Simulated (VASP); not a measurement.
# Ti7PbO16 (a cell with a defect) in VASP: single point with PBE+U

Aim: the single point of Ti7PbO16 (a cell with a defect) with PBE+U.

Everything below comes from runs of VASP 6.6.1. Logs are shortened: lines on timing, memory, paths and dates and some standing lists are left out, and cuts for length are marked.

### Step 1. The cell of the first run

The cell holds a defect, 24 atoms: a = 6.562 Å, b = 6.562 Å, c = 7.595 Å, α = 115.60°, β = 115.60°, γ = 90.00°.

### Step 2. Single point, PBE+U

File INCAR:

```
ALGO = Normal ; EDIFF = 1E-6
ENCUT = 520 ; GGA = PE
ISIF = 2 ; ISMEAR = 0
LASPH = True ; LCHARG = False
LDAU = True ; LDAUJ = 0 0 0
LDAUL = -1 2 -1 ; LDAUPRINT = 1
LDAUTYPE = 2 ; LDAUU = 0 4 0
LMAXMIX = 4 ; LREAL = Auto
LWAVE = False ; NBANDS = 115
NELM = 150 ; PREC = Accurate
SIGMA = 0.01
```

File KPOINTS:

```
k-points
0
Gamma
  2 2 2
```

File POSCAR:

```
Ti7PbO16
1.0
   -4.6403500624      4.6403500624      0.0000000000
    4.6403500624      4.6403500624      0.0000000000
    0.0000000000     -4.6403500624     -6.0122253141
Pb Ti O
1 7 16
Direct
    0.2500000000      0.7500000000      0.5000000000
   -0.0065196054      0.4934803946     -0.0130392109
    0.7500000000      0.2500000000      0.5000000000
    0.5065196054      0.0065196054      0.0130392109
    0.6209960941      0.6209960941      0.2419921881
    0.3750784714      0.3750784714      0.7501569428
    0.1249215286      0.1249215286      0.2498430572
    0.8790039059      0.8790039059      0.7580078119
    0.1114861522      0.8178095436      0.2229723044
    0.8726638682      0.5668778853      0.7453277363
    0.6273361318      0.3215501489      0.2546722637
    0.3885138478      0.0948372392      0.7770276956
    0.9313729238      0.7500000000      0.5000000000
    0.6979440200      0.5016525046      0.0033050091
    0.4433077113      0.2500000000      0.5000000000
    0.1946390109     -0.0016525046     -0.0033050091
    0.5686270762      0.7500000000      0.5000000000
    0.3053609891      0.5016525046      0.0033050091
    0.0566922887      0.2500000000      0.5000000000
    0.8020559800     -0.0016525046     -0.0033050091
    0.1114861522      0.4051627608      0.2229723044
    0.8726638682      0.1784498511      0.7453277363
    0.6273361318      0.9331221147      0.2546722637
    0.3885138478      0.6821904564      0.7770276956
```

Potentials or basis: VASP PAW PBE potentials, release 64 (Pb_d, Ti_sv, O).

The run is started by

```sh
$ cat potpaw_PBE.64/Pb_d/POTCAR potpaw_PBE.64/Ti_sv/POTCAR potpaw_PBE.64/O/POTCAR > POTCAR
$ mpirun -np 1 vasp_std > vasp.out
```

OUTCAR:

```text
EDIFF = 1E-6
   ENCUT = 520
   GGA = PE
   ISIF = 2
   ISMEAR = 0
   LASPH = True
   LREAL = Auto
   NELM = 150
   PREC = Accurate

 ion  position               nearest neighbor table
   1  0.250  0.750  0.500-  13 2.09  17 2.09   9 2.15  12 2.15  21 2.15  24 2.15   4 3.08   2 3.08

   2  0.993  0.493  0.987-  22 1.93  10 1.93   9 1.96  21 1.96  18 2.00  14 2.00   1 3.08
   3  0.750  0.250  0.500-  11 1.95  22 1.95  10 1.95  23 1.95  15 2.01  19 2.01
   4  0.507  0.007  0.013-  11 1.93  23 1.93  24 1.96  12 1.96  16 2.00  20 2.00   1 3.08
   5  0.621  0.621  0.242-  14 1.93  18 1.93  13 1.96  17 1.96  23 2.01  11 2.01
   6  0.375  0.375  0.750-  24 1.93  12 1.93  15 1.97  19 1.97  14 1.99  18 1.99
   7  0.125  0.125  0.250-   9 1.93  21 1.93  19 1.97  15 1.97  20 1.99  16 1.99
   8  0.879  0.879  0.758-  20 1.93  16 1.93  17 1.96  13 1.96  10 2.01  22 2.01
   9  0.111  0.818  0.223-   7 1.93   2 1.96   1 2.15
  10  0.873  0.567  0.745-   2 1.93   3 1.95   8 2.01
  11  0.627  0.322  0.255-   4 1.93   3 1.95   5 2.01
  12  0.389  0.095  0.777-   6 1.93   4 1.96   1 2.15
  13  0.931  0.750  0.500-   5 1.96   8 1.96   1 2.09
  14  0.698  0.502  0.003-   5 1.93   6 1.99   2 2.00
[... 8 lines left out ...]
  23  0.627  0.933  0.255-   4 1.93   3 1.95   5 2.01
  24  0.389  0.682  0.777-   6 1.93   4 1.96   1 2.15

  LATTYP: Found a body centered tetragonal cell.
 ALAT       =     6.5624459924
 C/A-ratio  =     1.8323123180

  Lattice vectors:

 A1 = (  -4.6403500624,   0.0000000000,   6.0122253141)
 A2 = (   4.6403500624,   0.0000000000,   6.0122253141)
 A3 = (   0.0000000000,   4.6403500624,  -6.0122253141)

Analysis of symmetry for initial positions (statically):
=====================================================================
 Subroutine PRICEL returns:
 Original cell was already a primitive cell.

 Routine SETGRP: Setting up the symmetry group for a
 body centered tetragonal supercell.

 Subroutine GETGRP returns: Found  8 space group operations
 (whereof  4 operations were pure point group operations)
[... 183 lines left out ...]
   NGX = 25   NGY = 25   NGZ = 29

atom =   2  type =  2  l = 2

 onsite density matrix

spin component  1
[... 215 lines left out ...]
  o =  0.0837  v =  0.5638 -0.0000  0.8259 -0.0000 -0.0000  0.0000  0.0000  0.0000  0.0000  0.0000      0.0000  0.0000  0.0000  0.0000  0.0000  0.0000  0.0000  0.0000  0.0000  0.0000
  o =  0.0837  v =  0.0000  0.0000  0.0000  0.0000  0.0000  0.5638 -0.0000  0.8259 -0.0000 -0.0000      0.0000  0.0000  0.0000  0.0000  0.0000  0.0000  0.0000  0.0000  0.0000  0.0000
  o =  0.0990  v = -0.0000 -0.0000 -0.0000 -0.0000 -1.0000  0.0000  0.0000  0.0000  0.0000  0.0000      0.0000  0.0000  0.0000  0.0000  0.0000  0.0000  0.0000  0.0000  0.0000  0.0000
  o =  0.0990  v =  0.0000  0.0000  0.0000  0.0000  0.0000 -0.0000 -0.0000 -0.0000 -0.0000 -1.0000      0.0000  0.0000  0.0000  0.0000  0.0000  0.0000  0.0000  0.0000  0.0000  0.0000
  o =  0.1035  v = -0.0000  0.7071 -0.0000  0.7071 -0.0000  0.0000  0.0000  0.0000  0.0000  0.0000      0.0000  0.0000  0.0000  0.0000  0.0000  0.0000  0.0000  0.0000  0.0000  0.0000
  o =  0.1035  v =  0.0000  0.0000  0.0000  0.0000  0.0000 -0.0000  0.7071 -0.0000  0.7071 -0.0000      0.0000  0.0000  0.0000  0.0000  0.0000  0.0000  0.0000  0.0000  0.0000  0.0000
  o =  0.2344  v =  0.8259 -0.0000 -0.5638  0.0000 -0.0000  0.0000  0.0000  0.0000  0.0000  0.0000      0.0000  0.0000  0.0000  0.0000  0.0000  0.0000  0.0000  0.0000  0.0000  0.0000
  o =  0.2344  v =  0.0000  0.0000  0.0000  0.0000  0.0000  0.8259 -0.0000 -0.5638  0.0000 -0.0000      0.0000  0.0000  0.0000  0.0000  0.0000  0.0000  0.0000  0.0000  0.0000  0.0000
  o =  0.2750  v =  0.0000  0.0000  0.0000  0.0000  0.0000 -0.0000 -0.7071  0.0000  0.7071  0.0000      0.0000  0.0000  0.0000  0.0000  0.0000  0.0000  0.0000  0.0000  0.0000  0.0000
  o =  0.2750  v = -0.0000 -0.7071  0.0000  0.7071  0.0000  0.0000  0.0000  0.0000  0.0000  0.0000      0.0000  0.0000  0.0000  0.0000  0.0000  0.0000  0.0000  0.0000  0.0000  0.0000

 number of electron     194.0000017 magnetization

 Free energy of the ion-electron system (eV)
  ---------------------------------------------------
  ext. energy  EPLUGINS =         0.00000000
  ---------------------------------------------------
  free energy    TOTEN  =      -184.33838237 eV

  energy without entropy =     -184.33838237  energy(sigma->0) =     -184.33838237

 E-fermi :   5.3468     XC(G=0): -11.3462

 val. band max:        5.1904131293   @ k =   0.0000   0.0000   0.0000
 cond. band min:       7.0113955482   @ k =   0.0000   0.0000   0.0000
 fundamental gap:      1.8209824190
 Fermi energy:         5.3467951410

 k-point     1 :       0.0000    0.0000    0.0000
  band No.  band energies     occupation
      1     -52.8852      2.00000
      2     -52.8014      2.00000
      3     -52.7892      2.00000
      4     -52.7759      2.00000
      5     -52.7735      2.00000
      6     -52.7409      2.00000
[... 549 lines left out ...]
    108       8.6557      0.00000
    109       8.7289      0.00000
 [bands above 109 left out]

------------------------ aborting loop because EDIFF is reached ----------------------------------------

  FORCE on cell =-STRESS in cart. coord.  units (eV):
  Direction    XX          YY          ZZ          XY          YZ          ZX
  --------------------------------------------------------------------------------------
  -------------------------------------------------------------------------------------
  Total       18.4665590     18.4665590     25.5940718      0.3752312      0.0000000      0.0000000
  in kB      114.2693690    114.2693690    158.3737626      2.3218963      0.0000000      0.0000000
  external PRESSURE =     128.9708335 kB  Pullay stress =       0.0000000 kB

 VOLUME and BASIS-vectors are now :
 -----------------------------------------------------------------------------
  energy-cutoff  :      520.00
  volume of cell :      258.92
      direct lattice vectors                 reciprocal lattice vectors
    -4.640350062  4.640350062  0.000000000    -0.107750492  0.107750492 -0.083163883
     4.640350062  4.640350062  0.000000000     0.107750492  0.107750492 -0.083163883
     0.000000000 -4.640350062 -6.012225314     0.000000000  0.000000000 -0.166327765

 POSITION                                       TOTAL-FORCE (eV/Angst)
 -----------------------------------------------------------------------------------
      2.32018      2.32018     -3.00611         0.000000     -0.000000     -0.000000
     -2.32018      2.32018     -5.93383         0.000000     -0.000000     -0.129336
     -2.32018      2.32018     -3.00611         0.000000     -0.000000      0.000000
     -2.32018      2.32018     -0.07839         0.000000      0.000000      0.129336
      0.00000      4.64035     -1.45491         0.000000     -0.000000     -0.079137
      0.00000      0.00000     -4.51011         0.000000     -0.000000     -0.044538
[... 16 lines left out ...]
      1.41895      6.05930     -1.53115        -0.144247     -0.144247     -0.026138
      1.36276      1.36276     -4.67167         0.056076      0.056076      0.095726
 -----------------------------------------------------------------------------------
    total drift:                                0.000000     -0.000000     -0.000000

  FREE ENERGIE OF THE ION-ELECTRON SYSTEM (eV)
  ---------------------------------------------------
  free  energy   TOTEN  =      -184.3383823739 eV

  energy  without entropy=     -184.3383823739  energy(sigma->0) =     -184.33838237
```

It took 12 min on 1 thread of Intel Xeon 8259CL, shared host; peak memory 0.41 GiB.

What came out:

```
Free energy            : -184.3384 eV
Pressure               : 12.9 GPa
Largest force          : 0.291 eV/Å
Band gap on the k mesh : 1.82 eV
```

Forces on the atoms (eV/Å):
```
Pb   0.000  0.000  0.000
Ti   0.000  0.000 -0.129
Ti   0.000  0.000  0.000
Ti   0.000  0.000  0.129
Ti   0.000  0.000 -0.079
Ti   0.000  0.000 -0.045
Ti   0.000  0.000  0.045
Ti   0.000  0.000  0.079
O   -0.056 -0.056 -0.096
O    0.144  0.144  0.026
O    0.144  0.144 -0.026
O   -0.056 -0.056  0.096
O   -0.205  0.205  0.000
O   -0.109  0.109  0.051
O   -0.105  0.105  0.000
O   -0.109  0.109 -0.051
O    0.205 -0.205  0.000
O    0.109 -0.109  0.051
O    0.105 -0.105  0.000
O    0.109 -0.109 -0.051
O    0.056  0.056 -0.096
O   -0.144 -0.144  0.026
O   -0.144 -0.144 -0.026
O    0.056  0.056  0.096
```

Levels at points of the mesh, in eV from the valence-band top:
| k point | band 93 | band 94 | band 95 | band 96 | band 97 | band 98 | band 99 | band 100 | band 101 | band 102 |
| --- | --- | --- | --- | --- | --- | --- | --- | --- | --- | --- |
| (0.00, 0.00, 0.00) | -0.99 | -0.75 | -0.60 | -0.57 | 0.00 | 1.82 | 2.54 | 2.97 | 3.00 | 3.02 |
| (0.50, 0.00, 0.00) | -0.91 | -0.89 | -0.78 | -0.71 | -0.33 | 2.56 | 2.60 | 2.71 | 2.96 | 2.99 |
| (0.00, 0.50, 0.50) | -1.05 | -0.91 | -0.83 | -0.60 | -0.58 | 2.00 | 2.51 | 2.58 | 2.79 | 2.92 |
| (0.50, 0.50, 0.00) | -0.96 | -0.86 | -0.75 | -0.71 | -0.65 | 2.40 | 2.49 | 2.75 | 2.85 | 2.99 |
| (0.00, 0.00, 0.50) | -0.89 | -0.70 | -0.64 | -0.63 | -0.40 | 2.06 | 2.50 | 2.72 | 2.79 | 2.82 |

Eigenvalues of the final occupation matrices:
| site | spin | trace | eigenvalues |
| --- | --- | --- | --- |
| site 2 d | 1 | 0.80 | 0.08 0.10 0.10 0.24 0.27 |
| site 2 d | 2 | 0.80 | 0.08 0.10 0.10 0.24 0.27 |
| site 3 d | 1 | 0.79 | 0.08 0.10 0.10 0.24 0.28 |
| site 3 d | 2 | 0.79 | 0.08 0.10 0.10 0.24 0.28 |
| site 4 d | 1 | 0.80 | 0.08 0.10 0.10 0.24 0.27 |
| site 4 d | 2 | 0.80 | 0.08 0.10 0.10 0.24 0.27 |
| site 5 d | 1 | 0.80 | 0.08 0.10 0.10 0.23 0.28 |
| site 5 d | 2 | 0.80 | 0.08 0.10 0.10 0.23 0.28 |
| site 6 d | 1 | 0.80 | 0.07 0.10 0.11 0.26 0.26 |
| site 6 d | 2 | 0.80 | 0.07 0.10 0.11 0.26 0.26 |
| site 7 d | 1 | 0.80 | 0.07 0.10 0.11 0.26 0.26 |
| site 7 d | 2 | 0.80 | 0.07 0.10 0.11 0.26 0.26 |

Caveat: the k points lie up to 0.55 Å⁻¹ apart; spin-orbit coupling is left out, which moves the levels of the heavy elements.
